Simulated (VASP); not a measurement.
The system is BeSn.

```
Be Sn
1.0
     0.00000    2.56673    2.56673
     2.56673    0.00000    2.56673
     2.56673    2.56673    0.00000
Be Sn
1 1
Cartesian
  0.0000 0.0000 0.0000
  2.5667 2.5667 2.5667
```

| Property | Result |
| --- | --- |
| Program | VASP 6.6.1 |
| Task | relaxation of cell and atoms |
| Functional | PBE |
| Potentials or basis | VASP PAW PBE potentials, release 64 (Be, Sn_d) |
| Cutoff | 600 eV |
| k mesh | 6 × 6 × 6 |
| Occupations | gaussian, width 0.1 eV |
| Spin | no spin polarisation |

At the start: pressure 5.7 GPa; volume 16.91 Å³/atom.

**Question.** How do energy, volume and symmetry change on relaxing?

**Answer.** Over 3 steps the energy falls by 20.8 meV/atom and the volume is 18.17 Å³/atom (+7.4 %); space group Fm-3m (No. 225, to 0.05 Å).

Step by step:
```csv
step,energy change (eV),largest force (eV/Å),pressure (GPa),volume (Å³)
1,0.0000,0.0000,5.72,33.82
2,-0.0400,0.0000,-0.88,36.86
3,-0.0416,0.0000,-0.01,36.33
```

Final structure:
```
Be Sn
1.0
     0.00000    2.62875    2.62875
     2.62875    0.00000    2.62875
     2.62875    2.62875    0.00000
Be Sn
1 1
Cartesian
  0.0000 0.0000 0.0000
  2.6287 2.6287 2.6287
```
